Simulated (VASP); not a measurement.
# Al: single point with r2SCAN+D3(BJ)

The system is Al.

```xyz
1
Lattice="0.0000 2.0645 2.0645 2.0645 0.0000 2.0645 2.0645 2.0645 0.0000" Properties=species:S:1:pos:R:3 pbc="T T T"
Al    0.0000    0.0000    0.0000
```

| Quantity | Value |
| --- | --- |
| Program | VASP 6.6.1 |
| Task | single point |
| Functional | r2SCAN |
| Dispersion | D3(BJ) |
| Potentials or basis | VASP PAW PBE potentials, release 64 (Al) |
| Cutoff | 520 eV |
| k mesh | 11 × 11 × 11 |
| Occupations | fermi-dirac, width 0.05 eV |
| Spin | no spin polarisation |
| Dipole correction | no |
| Further INCAR settings | ALGO = Normal; EDIFF = 1e-06; NBANDS = 8 |

```yaml
Pressure: -8.9 GPa
Dispersion_energy_per_atom: -0.149 eV
```

Levels at points of the mesh, in eV from the Fermi level:
| k point | band 1 | band 2 | band 3 | band 4 | band 5 |
| --- | --- | --- | --- | --- | --- |
| (0.00, 0.00, 0.00) | -11.40 | 12.95 | 12.95 | 12.95 | 14.34 |

Wall time 12 s on 1 thread of Intel(R) Xeon(R) 6975P-C (Granite Rapids) (shared host), peak memory 0.14 GiB.

Caveat: the PAW data sets were made with another functional, which shifts forces and pressure a little; pairwise dispersion overbinds metals, which lowers pressure and volume.
